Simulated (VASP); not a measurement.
Here is a VASP 6.6.1 calculation.

Contents of INCAR:

```
SYSTEM = MgO
PREC = Accurate
ENCUT = 520
EDIFF = 1E-6
ISMEAR = 0
SIGMA = 0.01
LREAL = .False.
LASPH = .True.
NELM = 100
ALGO = Normal
ISIF = 2
LWAVE = .False.
LCHARG = .False.
GGA = PE
NBANDS = 16
```

KPOINTS

```
Automatic mesh
0
Gamma
  6 6 4
  0 0 0
```

POSCAR

```
MgO
1.0
    3.4840197800      0.0000000000      0.0000000000
   -1.7420098900      3.0172496368      0.0000000000
    0.0000000000      0.0000000000      4.1853204555
Mg O
2 2
Direct
    0.3333333333      0.6666666667      0.2500000000
    0.6666666667      0.3333333333      0.7500000000
    0.6666666667      0.3333333333      0.2500000000
    0.3333333333      0.6666666667      0.7500000000
```

Potentials or basis: VASP PAW PBE potentials, release 64 (Mg, O).

The run is started by

```sh
$ cat potpaw_PBE.64/Mg/POTCAR potpaw_PBE.64/O/POTCAR > POTCAR
$ mpirun -np 1 vasp_std > vasp.out
```

(1) Estimate the band gap on the k mesh.

(2) Predict the pressure.

Results:

(1) 3.43 eV, direct.

(2) 4.0 GPa.
